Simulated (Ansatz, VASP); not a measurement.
## One calculation of AlSi23HO48, two programs

```
Si O Al H
1.0
     9.83160    0.00000    0.00000
    -4.91580    8.51441    0.00000
     0.00000    0.00000   10.81820
Si O Al H
23 48 1 1
Direct
  0.27079 0.00015 0.16023
  0.00311 0.27388 0.33726
  0.22577 0.23272 0.00106
  0.26626 0.99635 0.66158
  0.99733 0.26954 0.83715
  0.23246 0.22407 0.49660
  0.26838 0.50202 0.16888
  0.00460 0.77041 0.33325
  0.23075 0.72808 0.99527
  0.99830 0.76606 0.83163
  0.23774 0.73554 0.49726
  0.76902 0.00998 0.16579
  0.49877 0.26303 0.32820
  0.72711 0.23496 0.99833
  0.76994 0.00285 0.66561
  0.48972 0.26907 0.82993
  0.73085 0.23360 0.50056
  0.76876 0.50191 0.16919
  0.50087 0.77287 0.33079
  0.74444 0.74466 0.00645
  0.75748 0.50063 0.66414
  0.50876 0.77017 0.84005
  0.73678 0.74008 0.49528
  0.06700 0.20146 0.44238
  0.29337 0.36357 0.11091
  0.14244 0.43808 0.28162
  0.20473 0.06878 0.05358
  0.35637 0.28341 0.38113
  0.43744 0.13642 0.21519
  0.05727 0.20094 0.95008
  0.30109 0.34612 0.60882
  0.13444 0.43353 0.78725
  0.20073 0.05380 0.54667
  0.35299 0.29618 0.88785
  0.42709 0.13776 0.72148
  0.07156 0.71361 0.44681
  0.30131 0.86718 0.09818
  0.14159 0.93030 0.27060
  0.20289 0.56748 0.05903
  0.36420 0.80360 0.38312
  0.43535 0.64070 0.22163
  0.06615 0.70237 0.94070
  0.30415 0.86412 0.61004
  0.13527 0.92727 0.77156
  0.21527 0.57371 0.54738
  0.35596 0.77876 0.88022
  0.45522 0.62068 0.73690
  0.56746 0.20103 0.43809
  0.79211 0.36397 0.10917
  0.63540 0.43190 0.27653
  0.69824 0.06889 0.05457
  0.86991 0.30558 0.39763
  0.93027 0.15143 0.22209
  0.56573 0.21551 0.93992
  0.77804 0.35689 0.61509
  0.61637 0.44059 0.76892
  0.70681 0.06948 0.55560
  0.85424 0.29268 0.88760
  0.93113 0.13755 0.72655
  0.57139 0.71435 0.44206
  0.80850 0.87856 0.11256
  0.63890 0.93752 0.27499
  0.71264 0.57825 0.06095
  0.86704 0.80139 0.38565
  0.93444 0.63426 0.22733
  0.57715 0.71789 0.95441
  0.79784 0.86549 0.60931
  0.63403 0.92975 0.77281
  0.70533 0.57295 0.55080
  0.86631 0.80038 0.89095
  0.92055 0.63170 0.72558
  0.26001 0.48562 0.66354
  0.49982 0.57443 0.74611
```

Alike in both runs: task single point; functional PBE; k mesh 1 × 1 × 1; occupations gaussian, width 0.02 eV; no spin polarisation.

|  | VASP | Ansatz |
| --- | --- | --- |
| version | VASP 6.6.1 | Ansatz 0.2.0 |
| potentials or method | VASP PAW PBE potentials, release 64 (Si, O, Al, H) | scalar-relativistic, plane waves, PAW |
| plane-wave cutoff (eV) | 520 | 420 |
| valence electrons in the cell | 384 | 384 |

```tsv
	VASP	Ansatz	Ansatz less VASP
gap on the k mesh at the Fermi level (eV)	5.44	5.44	+0.004
least direct gap on the mesh (eV)	5.44	5.44	+0.004
```
